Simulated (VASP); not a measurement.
SiC: single point with r2SCAN

The system is SiC.

```xyz
4
Lattice="3.0443 0.0000 0.0000 -1.5221 2.6364 0.0000 0.0000 0.0000 4.9971" Properties=species:S:1:pos:R:3 pbc="T T T"
Si    0.0000    1.7576    2.4965
Si    1.5221    0.8788    4.9951
C     0.0000    1.7576    4.3745
C     1.5221    0.8788    1.8760
```

This cell differs from its parent crystal: volume changed by -3%.

```
Program             : VASP 6.6.1
Task                : single point
Functional          : r2SCAN
Potentials or basis : VASP PAW PBE potentials, release 64 (Si, C)
Cutoff              : 520 eV
k mesh              : 9 × 9 × 4
Occupations         : gaussian, width 0.01 eV
Spin                : no spin polarisation
```

| Property | Result |
| --- | --- |
| Pressure | 7.2 GPa |
| Largest force | 0.005 eV/Å |
| Band gap on the k mesh | 2.61 eV, indirect (least direct gap 4.59 eV) |

Forces on the atoms (eV/Å):
```
Si   0.000  0.000  0.005
Si   0.000  0.000  0.005
C    0.000  0.000 -0.005
C    0.000  0.000 -0.005
```

Stress tensor (GPa, compression positive):
```
7.22 0.00 0.00
0.00 7.22 0.00
0.00 0.00 7.02
```

Levels at points of the mesh, in eV from the valence-band top:
```csv
k point,band 5,band 6,band 7,band 8,band 9,band 10,band 11,band 12
"(0.00, 0.00, 0.00)",-1.40,-0.11,0.00,0.00,5.66,7.12,7.39,7.39
"(0.00, 0.00, 0.50)",-0.76,-0.76,-0.76,-0.76,6.78,6.78,8.07,8.07
```

Run time: 68 s on 1 thread of Intel(R) Xeon(R) Platinum 8259CL CPU @ 2.50GHz (Skylake/Cascade Lake), on a shared host, peak memory 0.17 GiB.

Caveat: the PAW data sets were made with another functional, which shifts forces and pressure a little. A k mesh can miss the band edges.
